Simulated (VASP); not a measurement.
## HfC: single point with LDA

The system is HfC.

```xyz
2
Lattice="0.0000 2.3250 2.3250 2.3250 0.0000 2.3250 2.3250 2.3250 0.0000" Properties=species:S:1:pos:R:3 pbc="T T T"
Hf    2.3250    2.3250    2.3250
C     0.0000    0.0000    0.0000
```

```json
{
 "Program": "VASP 6.6.1",
 "Task": "single point",
 "Functional": "LDA",
 "Potentials or basis": "VASP PAW LDA potentials, release 64 (Hf_pv, C)",
 "Cutoff": "520 eV",
 "k mesh": "14 × 14 × 14",
 "Occupations": "fermi-dirac, width 0.03 eV",
 "Spin": "collinear spin",
 "Starting moments": "[0.3, 0.0] μB",
 "Fixed moment": "0.3 μB",
 "Dipole correction": "no",
 "Further INCAR settings": "ALGO = Normal; EDIFF = 1e-07; NBANDS = 18"
}
```

```
Pressure                                              : -11.2 GPa
Net moment                                            : 0.30 μB per cell
Site moments                                          : Hf +0.09; C +0.11 μB
Valence electrons inside the program's atomic spheres : Hf 8.64; C 2.37
```

Run time: 78 s on 1 thread of Intel Xeon 8259CL, on a shared host, peak memory 0.19 GiB.

Caveat: the cell stands under tension; the total moment is fixed, so each spin has its own Fermi level.
